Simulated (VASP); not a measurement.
A run of VASP 6.6.1 is set up as follows.

File INCAR:

```
PREC = Accurate
ENCUT = 600
EDIFF = 1E-6
ISMEAR = 0
SIGMA = 0.05
LREAL = F
LASPH = T
NELM = 200
ALGO = Normal
ISIF = 2
LWAVE = F
LCHARG = F
ISPIN = 2
MAGMOM = 2 0 0 0 0 0 0 0 0 0 0 0 0 0 0 0 0
LORBIT = 11
LMAXMIX = 4
LDAU = T
LDAUTYPE = 2
LDAUL = 2 -1
LDAUU = 4 0
LDAUJ = 0 0
LDAUPRINT = 1
GGA = PS
NBANDS = 134
GGA_COMPAT = F
```

File KPOINTS:

```
regular mesh
0
Gamma
  3 3 3
```

POSCAR

```
FeGe16
1.0
    0.0000000000      5.6575400000      5.6575400000
    5.6575400000      0.0000000000      5.6575400000
    5.6575400000      5.6575400000      0.0000000000
Fe Ge
1 16
Direct
    0.2500000000      0.2500000000      0.2500000000
    1.0000000000      1.0000000000      0.0000000000
    0.9976125891      0.9976125891      0.5023874109
    0.9976125891      0.5023874109      0.9976125891
    0.9976125891      0.5023874109      0.5023874109
    0.5023874109      0.9976125891      0.9976125891
    0.5023874109      0.9976125891      0.5023874109
    0.5023874109      0.5023874109      0.9976125891
    0.5000000000      0.5000000000      0.5000000000
    0.1242205332      0.1242205332      0.1242205332
    0.1242205332      0.1242205332      0.6273384004
    0.1242205332      0.6273384004      0.1242205332
    0.1277661185      0.6240779605      0.6240779605
    0.6273384004      0.1242205332      0.1242205332
    0.6240779605      0.1277661185      0.6240779605
    0.6240779605      0.6240779605      0.1277661185
    0.6240779605      0.6240779605      0.6240779605
```

Potentials or basis: VASP PAW PBE potentials, release 64 (Fe, Ge_d).

The run is started by

```sh
$ cat potpaw_PBE.64/Fe/POTCAR potpaw_PBE.64/Ge_d/POTCAR > POTCAR
$ mpirun -np 1 vasp_std > vasp.out
```

Question: Predict the largest force.

Answer: 0.031 eV/Å.

Question: Estimate the site moments.

Answer: Fe +2.66; Ge +0.03, +0.00, -0.00, +0.01 (each value once) μB.

Question: Estimate the net moment.

Answer: 2.70 μB per cell.

Question: What does it give for the pressure?

Answer: 2.6 GPa.

Forces in eV/Å, atoms in the order of the input:
```
Fe   0.000  0.000  0.000
Ge   0.000  0.000  0.000
Ge   0.000  0.000 -0.031
Ge   0.000 -0.031  0.000
Ge   0.031  0.000  0.000
Ge  -0.031  0.000  0.000
Ge   0.000  0.031  0.000
Ge   0.000  0.000  0.031
Ge   0.000  0.000  0.000
Ge  -0.014 -0.014 -0.014
Ge   0.014  0.014 -0.014
Ge   0.014 -0.014  0.014
Ge  -0.018  0.018  0.018
Ge  -0.014  0.014  0.014
Ge   0.018 -0.018  0.018
Ge   0.018  0.018 -0.018
Ge  -0.018 -0.018 -0.018
```

Caveat: the PAW data sets were made with another functional, which shifts forces and pressure a little; the U is typed as a test and isn't derived for this compound. The state reached can hang on the start; a lower one may exist.
